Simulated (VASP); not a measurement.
# Pd (Im-3m) in VASP: further runs, part 2 of 2

VASP 6.6.1. Earlier steps stand in the parts before.

### 3 Single point, r2SCAN

This run uses another cell than the first one, of 15.86 Å³/atom, 1.020 times its volume.

Contents of POSCAR:

```
Pd
1.0
   -1.5826937604      1.5826937604      1.5826937604
    1.5826937604     -1.5826937604      1.5826937604
    1.5826937604      1.5826937604     -1.5826937604
Pd
1
Direct
    0.0000000000      0.0000000000      0.0000000000
```

Contents of INCAR.step1:

```
PREC = Accurate ; ENCUT = 520
ISMEAR = -1 ; SIGMA = 0.05
LREAL = F ; LASPH = T
NELM = 80 ; NBANDS = 11
GGA = PE ; ALGO = Normal
EDIFF = 1E-4 ; LWAVE = T
LCHARG = F
```

Contents of INCAR.step2:

```
PREC = Accurate ; ENCUT = 520
EDIFF = 1E-6 ; ISMEAR = -1
SIGMA = 0.05 ; LREAL = F
LASPH = T ; NELM = 80
ALGO = Normal ; ISIF = 2
LWAVE = F ; LCHARG = T
METAGGA = R2SCAN ; LMIXTAU = T
LELF = T ; LVHAR = T
NBANDS = 11 ; ISTART = 1
```

Contents of KPOINTS:

```
regular mesh
0
Gamma
  12 12 12
```

Potentials or basis: VASP PAW PBE potentials, release 64 (Pd).

The run is started by

```console
> cat potpaw_PBE.64/Pd/POTCAR > POTCAR
> cp INCAR.step1 INCAR
> mpirun -np 1 vasp_std > vasp.out
> cp INCAR.step2 INCAR
> mpirun -np 1 vasp_std > vasp.out
```

OUTCAR:

```text
PREC = Accurate
   ENCUT = 520
   EDIFF = 1E-6
   ISMEAR = -1
   LREAL = F
   LASPH = T
   NELM = 80
   ISIF = 2
   METAGGA = R2SCAN
   ISTART = 1

 ion  position               nearest neighbor table
   1  0.000  0.000  0.000-

  LATTYP: Found a body centered cubic cell.
 ALAT       =     3.1653875208

  Lattice vectors:

 A1 = (  -1.5826937604,   1.5826937604,   1.5826937604)
 A2 = (   1.5826937604,  -1.5826937604,   1.5826937604)
 A3 = (   1.5826937604,   1.5826937604,  -1.5826937604)

Analysis of symmetry for initial positions (statically):
=====================================================================
 Subroutine PRICEL returns:
 Original cell was already a primitive cell.

 Routine SETGRP: Setting up the symmetry group for a
 body centered cubic supercell.

 Subroutine GETGRP returns: Found 48 space group operations
[... 9 lines left out ...]

 Routine SETGRP: Setting up the symmetry group for a
 body centered cubic supercell.

 Subroutine GETGRP returns: Found 48 space group operations
[... 11 lines left out ...]
                                     Primitive cell

  volume of cell :      15.8581

  direct lattice vectors                    reciprocal lattice vectors
    -1.582693760  1.582693760  1.582693760     0.000000000  0.315917085  0.315917085
     1.582693760 -1.582693760  1.582693760     0.315917085  0.000000000  0.315917085
     1.582693760  1.582693760 -1.582693760     0.315917085  0.315917085  0.000000000

  length of vectors
     2.741306006  2.741306006  2.741306006     0.446774227  0.446774227  0.446774227

  position of ions in fractional coordinates (direct lattice)
     0.000000000  0.000000000  0.000000000

  ion indices of the primitive-cell ions
   primitive index   ion index
                 1           1

----------------------------------------------------------------------------------------

 KPOINTS: regular mesh

Automatic generation of k-mesh.
 Grid dimensions read from file:
 generate k-points for:   12   12   12

 Generating k-lattice:

  Cartesian coordinates                     Fractional coordinates (reciprocal lattice)
     0.000000000  0.026326424  0.026326424     0.083333333  0.000000000  0.000000000
     0.026326424  0.000000000  0.026326424     0.000000000  0.083333333  0.000000000
     0.026326424  0.026326424  0.000000000     0.000000000  0.000000000  0.083333333

  Length of vectors
     0.037231186  0.037231186  0.037231186

  Shift w.r.t. Gamma in fractional coordinates (k-lattice)
     0.000000000  0.000000000  0.000000000

 Subroutine IBZKPT returns following result:
 ===========================================

 Found     72 irreducible k-points:

 Following reciprocal coordinates:
            Coordinates               Weight
  0.000000  0.000000  0.000000      1.000000
  0.083333  0.000000  0.000000     12.000000
  0.166667  0.000000  0.000000     12.000000
  0.250000  0.000000  0.000000     12.000000
  0.333333  0.000000  0.000000     12.000000
  0.416667  0.000000  0.000000     12.000000
[... 16 lines left out ...]
  0.333333  0.083333  0.083333     24.000000
  0.416667  0.083333  0.083333     12.000000
 [... further k-points ...]
   k-points           NKPTS =     72   k-points in BZ     NKDIM =     72   number of bands    NBANDS=     11
   number of dos      NEDOS =    301   number of ions     NIONS =      1
   total plane-waves  NPLWV =   8000
   dimension x,y,z NGX =    20 NGY =   20 NGZ =   20
   dimension x,y,z NGXF=    40 NGYF=   40 NGZF=   40
   ions per type =               1
   NGX,Y,Z   is equivalent  to a cutoff of  12.13, 12.13, 12.13 a.u.
   NGXF,Y,Z  is equivalent  to a cutoff of  24.26, 24.26, 24.26 a.u.
 SYSTEM =  unknown system
   PREC   = accura    normal or accurate (medium, high low for compatibility)
   ISTART =      1    job   : 0-new  1-cont  2-samecut
   ICHARG =      0    charge: 1-file 2-atom 10-const
   ISPIN  =      1    spin polarized calculation?
   LNONCOLLINEAR =      F non collinear calculations
   LSORBIT =      F    spin-orbit coupling
   LASPH  =      T    aspherical Exc in radial PAW
   ENCUT  =  520.0 eV  38.22 Ry    6.18 a.u.   5.10  5.10  5.10*2*pi/ulx,y,z
   NELM   =     80;   NELMIN=  2; NELMDL=  0     # of ELM steps
   EDIFF  = 0.1E-05   stopping-criterion for ELM
   LREAL  =      F    real-space projection
   EDIFFG = 0.1E-04   stopping-criterion for IOM
   NSW    =      0    number of steps for IOM
   IBRION =     -1    ionic relax: 0-MD 1-quasi-New 2-CG
   NFREE  =      0    steps in history (QN), initial steepest desc. (CG)
   ISIF   =      2    stress and relaxation
   ISYM   =      2    0-nonsym 1-usesym 2-fastsym
   POTIM  = 0.5000    time-step for ionic-motion
   TEBEG  =    0.0;   TEEND  =   0.0 temperature during run
   PSTRESS=    0.0 pullay stress
   NELECT =      10.0000    total number of electrons
   NUPDOWN=      -1.0000    fix difference up-down
   EMIN   =  10.00;   EMAX   =-10.00  energy-range for DOS
   EFERMI =   0.00;   METHOD = LEGACY
   ISMEAR =    -1;   SIGMA  =   0.05  broadening in eV -4-tet -1-fermi 0-gaus
   EFERMI_NEDOS =   21; number of points for ismear=-14 and -15
   IALGO  =     38    algorithm
   IMIX   =      4    mixing-type and parameters
     AMIX     =   0.40;   BMIX     =  1.00
     AMIX_MAG =   1.60;   BMIX_MAG =  1.00
  volume/ion in A,a.u.               =      15.86       107.02
  Fermi-wavevector in a.u.,A,eV,Ry     =   1.403863  2.652916 26.814774  1.970830
  Thomas-Fermi vector in A             =   2.526482
   LORBIT       =      0    0 simple, 1 ext, 2 COOP (PROOUT), +10 PAW based schemes
   METAGGA = R2SCAN    functional components
   LHFCALC =     F    Hartree Fock is set to
   AEXX    =    0.0000 exact exchange contribution
   IVDW    =     0    specifies the selected vdW correction
   LEPSILON=     F    determine dielectric tensor
   LRPA    =     F    only Hartree local field effects (RPA)
 non-spin polarized calculation
  energy-cutoff  :      520.00
  volume of cell :       15.86
 maximum number of plane-waves:       438
   NGX = 11   NGY = 11   NGZ = 11

 number of electron      10.0000001 magnetization

 Free energy of the ion-electron system (eV)
  ---------------------------------------------------
  ext. energy  EPLUGINS =         0.00000000
  ---------------------------------------------------
  free energy    TOTEN  =       -22.89254400 eV

  energy without entropy =      -22.88204296  energy(sigma->0) =      -22.88729348

 E-fermi :   8.4521     XC(G=0): -13.5848

 val. band max:        8.4471244869   @ k =  -0.3333   0.3333   0.0833
 cond. band min:       8.5111250566   @ k =  -0.4167   0.4167   0.2500
 fundamental gap:      0.0640005697
 Fermi energy:         8.4521373679

 k-point     1 :       0.0000    0.0000    0.0000
  band No.  band energies     occupation
      1       1.8436      2.00000
      2       5.7236      2.00000
      3       5.7236      2.00000
      4       5.7236      2.00000
      5       7.5171      2.00000
      6       7.5171      2.00000
      7      28.6156      0.00000
      8      28.6156      0.00000
      9      28.6156      0.00000
     10      31.2912      0.00000
     11      36.6179      0.00000

 k-point     2 :       0.0833    0.0000    0.0000
  band No.  band energies     occupation
      1       2.1011      2.00000
      2       5.6423      2.00000
      3       5.7289      2.00000
      4       5.9003      2.00000
      5       7.4266      2.00000
      6       7.5233      2.00000
      7      28.3302      0.00000
      8      28.6119      0.00000
      9      28.8981      0.00000
     10      31.2822      0.00000
     11      34.5974      0.00000

 k-point     3 :       0.1667    0.0000    0.0000
  band No.  band energies     occupation
      1       2.7993      2.00000
      2       5.4263      2.00000
      3       5.7537      2.00000
      4       6.4057      2.00000
      5       7.2668      2.00000
      6       7.5454      2.00000
      7      26.8881      0.00000
      8      28.1261      0.00000
      9      29.6709      0.00000
     10      31.2492      0.00000
     11      33.5837      0.00000
[... 267 lines left out ...]
 k-point    23 :       0.3333    0.0833    0.0833
  band No.  band energies     occupation
      1       4.0187      2.00000
      2       4.6861      2.00000
      3       7.1114      2.00000
      4       7.4964      2.00000
      5       7.7092      2.00000
      6      11.0829      0.00000
      7      17.8350      0.00000
      8      23.6304      0.00000
      9      24.4466      0.00000
     10      31.3139      0.00000
     11      32.9757      0.00000

 k-point    24 :       0.4167    0.0833    0.0833
  band No.  band energies     occupation
      1       3.9352      2.00000
      2       4.6303      2.00000
      3       7.5320      2.00000
      4       7.5333      2.00000
      5       7.7320      2.00000
      6      12.2028      0.00000
      7      16.2037      0.00000
      8      23.3490      0.00000
      9      24.0383      0.00000
     10      31.3110      0.00000
     11      33.2910      0.00000

 [... further k-points ...]
[... 5 lines left out ...]
  --------------------------------------------------------------------------------------
  -------------------------------------------------------------------------------------
  Total       -0.7878777     -0.7878777     -0.7878777      0.0000000      0.0000000      0.0000000
  in kB      -79.6010423    -79.6010423    -79.6010423      0.0000000      0.0000000      0.0000000
  external PRESSURE =     -79.6010423 kB  Pullay stress =       0.0000000 kB

 VOLUME and BASIS-vectors are now :
 -----------------------------------------------------------------------------
  energy-cutoff  :      520.00
  volume of cell :       15.86
      direct lattice vectors                 reciprocal lattice vectors
    -1.582693760  1.582693760  1.582693760     0.000000000  0.315917085  0.315917085
     1.582693760 -1.582693760  1.582693760     0.315917085  0.000000000  0.315917085
     1.582693760  1.582693760 -1.582693760     0.315917085  0.315917085  0.000000000

 POSITION                                       TOTAL-FORCE (eV/Angst)
 -----------------------------------------------------------------------------------
      0.00000      0.00000      0.00000        -0.000000     -0.000000      0.000000
 -----------------------------------------------------------------------------------
    total drift:                                0.000000     -0.000000      0.000000

  FREE ENERGIE OF THE ION-ELECTRON SYSTEM (eV)
  ---------------------------------------------------
  free  energy   TOTEN  =       -22.8925440041 eV

  energy  without entropy=      -22.8820429560  energy(sigma->0) =      -22.88729348
```

OSZICAR.step1:

```text
N       E                     dE             d eps       ncg     rms          rms(c)
DAV:   1     0.417398643083E+02    0.41740E+02   -0.51246E+03  1600   0.840E+02
DAV:   2    -0.479725284911E+01   -0.46537E+02   -0.44888E+02  1797   0.179E+02
DAV:   3    -0.541970588404E+01   -0.62245E+00   -0.62070E+00  1874   0.216E+01
DAV:   4    -0.542298020706E+01   -0.32743E-02   -0.32739E-02  1935   0.170E+00
DAV:   5    -0.542301943213E+01   -0.39225E-04   -0.39225E-04  2029   0.159E-01    0.622E+00
DAV:   6    -0.518440755921E+01    0.23861E+00   -0.10932E+00  1917   0.829E+00    0.305E+00
DAV:   7    -0.517793769191E+01    0.64699E-02   -0.46480E-03  1955   0.611E-01    0.170E+00
DAV:   8    -0.517514231665E+01    0.27954E-02   -0.93375E-04  1923   0.205E-01    0.391E-02
DAV:   9    -0.517514556064E+01   -0.32440E-05   -0.62888E-06  1211   0.228E-02
   1 F= -.51751456E+01 E0= -.51696892E+01  d E =-.109126E-01
```

It took 23 s on 1 thread of Intel Xeon Platinum 8488C (Sapphire Rapids), shared host; peak memory 0.13 GiB.

Results:

```yaml
Free_energy: -22.8925 eV
Pressure: -8.0 GPa
Band_gap_on_the_k_mesh: zero (band 5 reaches 9.00 eV, above the bottom of band 6 at 7.41 eV)
```

Caveat: the PAW data sets were made with another functional, which shifts forces and pressure a little.

### 4 Single point, r2SCAN

This run uses another cell than the first one, of 16.17 Å³/atom, 1.040 times its volume.

Contents of POSCAR:

```
Pd
1.0
   -1.5929712806      1.5929712806      1.5929712806
    1.5929712806     -1.5929712806      1.5929712806
    1.5929712806      1.5929712806     -1.5929712806
Pd
1
Direct
    0.0000000000      0.0000000000      0.0000000000
```

Contents of INCAR.step1:

```
SYSTEM = Pd
PREC = Accurate ; ENCUT = 520
ISMEAR = -1 ; SIGMA = 0.05
LREAL = .False. ; LASPH = .True.
NELM = 60 ; NBANDS = 11
GGA = PE ; ALGO = Normal
EDIFF = 1E-4 ; LWAVE = .True.
LCHARG = .False.
```

Contents of INCAR.step2:

```
SYSTEM = Pd
PREC = Accurate ; ENCUT = 520
EDIFF = 1E-6 ; ISMEAR = -1
SIGMA = 0.05 ; LREAL = .False.
LASPH = .True. ; NELM = 60
ALGO = Normal ; ISIF = 2
LWAVE = .False. ; LCHARG = .False.
METAGGA = R2SCAN ; LMIXTAU = .True.
NBANDS = 11 ; ISTART = 1
```

Contents of KPOINTS:

```
Automatic mesh
0
Gamma
  12 12 12
  0 0 0
```

The run is started by

```console
> cat potpaw_PBE.64/Pd/POTCAR > POTCAR
> cp INCAR.step1 INCAR
> mpirun -np 1 vasp_std > vasp.out
> cp INCAR.step2 INCAR
> mpirun -np 1 vasp_std > vasp.out
```

Wall time 24 s (1 thread of Intel Xeon Platinum 8488C (Sapphire Rapids), shared host); peak memory 0.15 GiB.

The run converged. Its results:

| Item | Value |
| --- | --- |
| Free energy | -22.8748 eV |
| Pressure | -10.4 GPa |
| Band gap on the k mesh | zero (band 5 reaches 8.69 eV, above the bottom of band 6 at 7.15 eV) |

Levels at points of the mesh, in eV from the Fermi level:
```tsv
k point	band 3	band 4	band 5	band 6	band 7	band 8
(0.00, 0.00, 0.00)	-2.65	-2.65	-0.91	-0.91	20.10	20.10
(0.50, 0.00, 0.00)	-0.97	-0.71	0.53	1.85	7.60	15.67
(0.50, 0.50, 0.50)	0.19	0.19	0.19	9.44	9.44	9.44
```

Caveat: the PAW data sets were made with another functional, which shifts forces and pressure a little.

### 5 Single point, r2SCAN

This run uses another cell than the first one, of 16.48 Å³/atom, 1.060 times its volume.

Contents of POSCAR:

```
Pd
1.0
   -1.6031178681      1.6031178681      1.6031178681
    1.6031178681     -1.6031178681      1.6031178681
    1.6031178681      1.6031178681     -1.6031178681
Pd
1
Direct
    0.0000000000      0.0000000000      0.0000000000
```

Contents of INCAR.step1:

```
SYSTEM = Pd
ALGO = Normal
EDIFF = 1E-4
ENCUT = 520
GGA = PE
ISMEAR = -1
LASPH = .TRUE.
LCHARG = .FALSE.
LREAL = .FALSE.
LWAVE = .TRUE.
NBANDS = 11
NELM = 60
PREC = Accurate
SIGMA = 0.05
```

Contents of INCAR.step2:

```
SYSTEM = Pd
ALGO = Normal
EDIFF = 1E-6
ENCUT = 520
ISIF = 2
ISMEAR = -1
ISTART = 1
LASPH = .TRUE.
LCHARG = .FALSE.
LMIXTAU = .TRUE.
LREAL = .FALSE.
LWAVE = .FALSE.
METAGGA = R2SCAN
NBANDS = 11
NELM = 60
PREC = Accurate
SIGMA = 0.05
```

Contents of KPOINTS:

```
k-points
0
G
  12 12 12
  0 0 0
```

The run is started by

```console
> cat potpaw_PBE.64/Pd/POTCAR > POTCAR
> cp INCAR.step1 INCAR
> mpirun -np 1 vasp_std > vasp.out
> cp INCAR.step2 INCAR
> mpirun -np 1 vasp_std > vasp.out
```

It took 24 s on 1 thread of Intel Xeon Platinum 8488C (Sapphire Rapids), shared host; peak memory 0.15 GiB.

Results (log left out):

| Item | Value |
| --- | --- |
| Free energy | -22.8525 eV |
| Pressure | -12.6 GPa |
| Band gap on the k mesh | zero (band 5 reaches 8.38 eV, above the bottom of band 6 at 6.90 eV) |

Levels at points of the mesh, in eV from the Fermi level:
```
           k point  band 3  band 4  band 5  band 6  band 7  band 8
(0.00, 0.00, 0.00)   -2.57   -2.57   -0.88   -0.88   20.03   20.03
(0.50, 0.00, 0.00)   -0.94   -0.70    0.51    1.88    7.44   15.60
(0.50, 0.50, 0.50)    0.18    0.18    0.18    9.36    9.36    9.36
```

Caveat: the PAW data sets were made with another functional, which shifts forces and pressure a little.

### 6 Summary

| level | spin | cell | k mesh | smearing | gap on the mesh (eV) | pressure (GPa) |
| --- | --- | --- | --- | --- | --- | --- |
| RPBE+D3(BJ) | non-collinear, zero start, SOC | a = 2.723 Å, angles 109.5°, 1 atom | 9 × 9 × 9 | methfessel-paxton 0.1 eV | - | -36.5 |
| r2SCAN | off | a = 2.741 Å, angles 109.5°, 1 atom | 12 × 12 × 12 | fermi-dirac 0.05 eV | none | -8.0 |
| r2SCAN | off | a = 2.759 Å, angles 109.5°, 1 atom | 12 × 12 × 12 | fermi-dirac 0.05 eV | none | -10.4 |
| r2SCAN | off | a = 2.777 Å, angles 109.5°, 1 atom | 12 × 12 × 12 | fermi-dirac 0.05 eV | none | -12.6 |

Alike in all rows: task single point; potentials or basis VASP PAW PBE potentials, release 64 (Pd); cutoff (eV) 520.

Caveats: the PAW data sets were made with another functional, which shifts forces and pressure a little.

Total energies depend on the potentials used, so only differences within one code and one set of settings carry meaning.
